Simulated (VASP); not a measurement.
Crystal: LiF.

```
Li F
1.0
     0.02681    2.14461    2.14461
     2.14461    0.02681    2.14461
     2.17142    2.17142    0.00000
Li F
1 1
Direct
  0.00243 0.00243 0.99757
  0.24757 0.24757 0.25243
```

This cell differs from its parent crystal: shear xy strain +2.5%.

Base run:

```yaml
Program: VASP 6.6.1
Functional: r2SCAN
Potentials_or_basis: VASP PAW PBE potentials, release 64 (Li_sv, F)
Cutoff: 520 eV
k_mesh: 10 × 10 × 10
Occupations: gaussian, width 0.01 eV
Spin: no spin polarisation
```

Its results: band gap on the k mesh 8.71 eV.

**Question.** The run is repeated on the same cell with these changes: functional from r2SCAN to PBE; occupations from gaussian, width 0.01 eV to fermi-dirac, width 0.02 eV. What comes out?

**Answer.** Band gap on the k mesh 7.87 eV.

Caveats: the structure was generated, so it needn't be the stable form of LiF.

A k mesh can miss the band edges.
